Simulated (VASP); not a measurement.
Zn, 2 atoms in the cell. Symmetry: P6_3/mmc, No. 194, hexagonal system. The conventional cell has a = 2.621 Å, b = 2.621 Å, c = 4.961 Å, α = 90.00°, β = 90.00°, γ = 120.00°. Within 3.5 Å of Zn (site symmetry -6m2) lie 12 Zn at 2.62 to 2.91 Å.  This cell differs from its parent crystal: biaxial strain in the a-b plane: +1.0 %.

| Item | Value |
| --- | --- |
| Program | VASP 6.6.1 |
| Task | single point |
| Functional | r2SCAN |
| Potentials or basis | VASP PAW PBE potentials, release 64 (Zn) |
| Cutoff | 520 eV |
| k mesh | 24 × 24 × 10 |
| Occupations | gaussian, width 0.1 eV |
| Spin | no spin polarisation |
| Dipole correction | no |
| Further INCAR settings | ALGO = Normal; EDIFF = 1e-07; NBANDS = 19 |

Potentials or basis: VASP PAW PBE potentials, release 64 (Zn).

Launch:

```bash
$ cat potpaw_PBE.64/Zn/POTCAR > POTCAR
$ cp INCAR.step1 INCAR
$ mpirun -np 1 vasp_std > vasp.out
$ cp INCAR.step2 INCAR
$ mpirun -np 1 vasp_std > vasp.out
```

Hardware: 1 thread of Intel(R) Xeon(R) 6975P-C (Granite Rapids), with other jobs on the host.

Estimate the wall time of this run.

It took 5.7 min on 1 thread of Intel(R) Xeon(R) 6975P-C (Granite Rapids) (shared host), peak memory 0.27 GiB. Counts: k points 366.
